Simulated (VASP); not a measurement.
# Sc5S in VASP: notebook, part 2 of 2

VASP 6.6.1. Earlier steps stand in the parts before.

## (4) Relaxation of cell and atoms, PBE

This run uses another cell than the first one: it holds 6 atoms, not 12.

Input file INCAR:

```
  PREC = Accurate
  ENCUT = 600
  EDIFF = 1E-6
  ISMEAR = 0
  SIGMA = 0.2
  LREAL = F
  LASPH = T
  NELM = 100
  ALGO = Normal
  ISIF = 3
  LWAVE = F
  LCHARG = F
  GGA = PE
  IBRION = 2
  NSW = 36
  EDIFFG = -0.08
```

Input file KPOINTS:

```
regular mesh
0
Gamma
  6 6 2
```

Input file POSCAR:

```
Sc5S
1.0
    3.2500000000      0.0000000000      0.0000000000
   -1.6250000000      2.8145825600      0.0000000000
    0.0000000000      0.0000000000     13.8000000000
Sc S
5 1
Direct
    0.3333333300      0.6666666700      0.8770000000
    0.3333333300      0.6666666700      0.1230000000
    0.0000000000      0.0000000000      0.3120000000
    0.3333333300      0.6666666700      0.5000000000
    0.0000000000      0.0000000000      0.6880000000
    0.0000000000      0.0000000000      0.0000000000
```

Run with:

```sh
$ cat potpaw_PBE.64/Sc_sv/POTCAR potpaw_PBE.64/S/POTCAR > POTCAR
$ mpirun -np 1 vasp_std > vasp.out
```

Run time: 3.8 min. Hardware: 1 thread of Intel Xeon 6975P-C (Granite Rapids), shared host; peak memory 0.33 GiB.

The run converged. Its results:

- Free energy: -38.8208 eV
- Relaxed volume: 23.02 Å³/atom
- Relaxed cell: a = 3.398 Å, b = 3.398 Å, c = 13.811 Å, α = 90.00°, β = 90.00°, γ = 120.00°
- Space group after relaxing (to 0.1 Å): P-6m2 (No. 187)
- Energy gained by relaxing: 48.7 meV/atom
- Ionic steps: 5
- Pressure after relaxing: 0.0 GPa
- Largest force after relaxing: 0.079 eV/Å
- Band gap on the k mesh: zero (an odd number of electrons rules out a gap without spin polarisation)

Forces on the atoms (eV/Å):
```
Sc   0.000  0.000 -0.062
Sc   0.000  0.000  0.062
Sc   0.000  0.000  0.079
Sc   0.000  0.000  0.000
Sc   0.000  0.000 -0.079
S    0.000  0.000  0.000
```

Step by step:
| step | energy change (eV) | largest force (eV/Å) | pressure (GPa) | volume (Å³) |
| --- | --- | --- | --- | --- |
| 1 | 0.0000 | 0.4762 | 6.93 | 126.23 |
| 2 | -0.2330 | 0.2086 | -2.50 | 143.58 |
| 3 | -0.2712 | 0.1031 | -0.28 | 138.45 |
| 4 | -0.2892 | 0.0894 | -0.11 | 138.24 |
| 5 | -0.2919 | 0.0793 | -0.01 | 138.11 |

Final structure:
```
CELL_PARAMETERS angstrom
3.39806 0.00000 0.00000
-1.69903 2.94280 0.00000
0.00000 0.00000 13.81093
ATOMIC_POSITIONS crystal
Sc 0.33333 0.66667 0.87599
Sc 0.33333 0.66667 0.12401
Sc 0.00000 0.00000 0.31284
Sc 0.33333 0.66667 0.50000
Sc 0.00000 0.00000 0.68716
S 0.00000 0.00000 0.00000
```

Levels at points of the mesh, in eV from the Fermi level:
| k point | band 26 | band 27 | band 28 | band 29 | band 30 | band 31 | band 32 | band 33 | band 34 | band 35 |
| --- | --- | --- | --- | --- | --- | --- | --- | --- | --- | --- |
| (0.00, 0.00, 0.00) | -2.46 | -2.46 | -1.44 | -0.14 | 0.54 | 0.86 | 1.12 | 1.12 | 1.31 | 1.31 |
| (0.50, 0.00, 0.00) | -1.37 | -1.11 | -0.76 | -0.74 | -0.48 | -0.31 | -0.13 | -0.06 | 0.98 | 1.28 |
| (0.00, 0.00, 0.50) | -2.46 | -2.26 | -1.74 | -0.11 | 0.41 | 1.14 | 1.14 | 1.14 | 1.42 | 1.42 |
| (0.50, 0.00, 0.50) | -1.36 | -1.13 | -0.71 | -0.71 | -0.61 | -0.31 | -0.08 | -0.04 | 1.01 | 1.23 |

Caveat: the k points lie up to 0.36 Å⁻¹ apart in the final cell, too coarse for converged energies and pressures of a metal; the relaxation stopped at a loose force limit of 0.08 eV/Å, so its end isn't a converged minimum.

## (5) Single point, PBE

This run uses another cell than the first one: it holds 6 atoms, not 12.

Input file INCAR:

```
PREC = Accurate ; ENCUT = 520
EDIFF = 1E-7 ; ISMEAR = 0
SIGMA = 0.1 ; LREAL = False
LASPH = True ; NELM = 80
ALGO = Normal ; ISIF = 2
LWAVE = False ; LCHARG = True
GGA = PE ; LELF = True
LVHAR = True ; NBANDS = 40
```

Input file KPOINTS:

```
Automatic mesh
0
Gamma
  12 12 4
```

Input file POSCAR:

```
Sc5S
1.0
    3.3963479874      0.0000000000      0.0000000000
   -1.6981739937      2.9413236372      0.0000000000
    0.0000000000      0.0000000000     13.7611787041
Sc S
5 1
Direct
    0.3333333333      0.6666666667      0.8750181881
    0.3333333333      0.6666666667      0.1249818119
    0.0000000000      0.0000000000      0.3150377716
    0.3333333333      0.6666666667      0.5000000000
    0.0000000000      0.0000000000      0.6849622284
    0.0000000000      0.0000000000      0.0000000000
```

Run with:

```sh
$ cat potpaw_PBE.64/Sc_sv/POTCAR potpaw_PBE.64/S/POTCAR > POTCAR
$ mpirun -np 1 vasp_std > vasp.out
```

Wall time 6 min (1 thread of Intel Xeon 6975P-C (Granite Rapids), shared host); peak memory 0.41 GiB.

It converged, with:

* Free energy: -38.7551 eV
* Pressure: 0.1 GPa
* Largest force: 0.029 eV/Å
* Band gap on the k mesh: zero (an odd number of electrons rules out a gap without spin polarisation)

Forces in eV/Å, atoms in the order of the input:
```
Sc   0.000  0.000 -0.029
Sc   0.000  0.000  0.029
Sc   0.000  0.000 -0.002
Sc   0.000  0.000  0.000
Sc   0.000  0.000  0.002
S    0.000  0.000  0.000
```

Stress tensor (GPa, compression positive):
```
0.05 0.00 0.00
0.00 0.05 0.00
0.00 0.00 0.13
```

Levels at points of the mesh, in eV from the Fermi level:
| k point | band 28 | band 29 | band 30 | band 31 | band 32 | band 33 | band 34 | band 35 |
| --- | --- | --- | --- | --- | --- | --- | --- | --- |
| (0.00, 0.00, 0.00) | -1.44 | -0.13 | 0.54 | 0.94 | 1.12 | 1.12 | 1.31 | 1.31 |
| (0.50, 0.00, 0.00) | -0.76 | -0.74 | -0.47 | -0.31 | -0.13 | -0.04 | 0.99 | 1.32 |
| (0.00, 0.00, 0.50) | -1.74 | -0.12 | 0.46 | 1.14 | 1.14 | 1.19 | 1.42 | 1.42 |
| (0.50, 0.00, 0.50) | -0.71 | -0.71 | -0.60 | -0.32 | -0.05 | -0.03 | 1.01 | 1.25 |

## (6) The runs side by side

| task | cell | k mesh | cutoff (eV) | smearing | gap on the mesh (eV) | pressure (GPa) | largest force (eV/Å) |
| --- | --- | --- | --- | --- | --- | --- | --- |
| single point | a = 3.395, b = 5.884, c = 13.758 Å, angles 90.0, 90.1, 90.0°, 12 atoms, atomic positions A | 6 × 4 × 2 | 520 | gaussian 0.2 eV | none | 0.2 | 0.02 |
| single point | a = 3.395, b = 3.395, c = 13.829 Å, angles 90.0, 90.0, 120.0°, 6 atoms, atomic positions B | 6 × 6 × 2 | 520 | gaussian 0.2 eV | none | -0.1 | 0.06 |
| relaxation of cell and atoms | relaxed from a = 3.250, b = 3.250, c = 13.800 Å, angles 90.0, 90.0, 120.0°, 6 atoms, atomic positions C | 6 × 6 × 2 | 600 | gaussian 0.2 eV | none | 0.0 | 0.08 |
| single point | a = 3.396, b = 3.396, c = 13.761 Å, angles 90.0, 90.0, 120.0°, 6 atoms, atomic positions D | 12 × 12 × 4 | 520 | gaussian 0.1 eV | none | 0.1 | 0.03 |

Alike in all rows: level PBE; potentials or basis VASP PAW PBE potentials, release 64 (Sc_sv, S); no spin polarisation.

Caveats: some runs use coarse meshes; the relaxation stopped at a loose force limit of 0.08 eV/Å, so its end isn't a converged minimum (at least some runs).

Absolute energies hang on the potentials; compare differences alone.
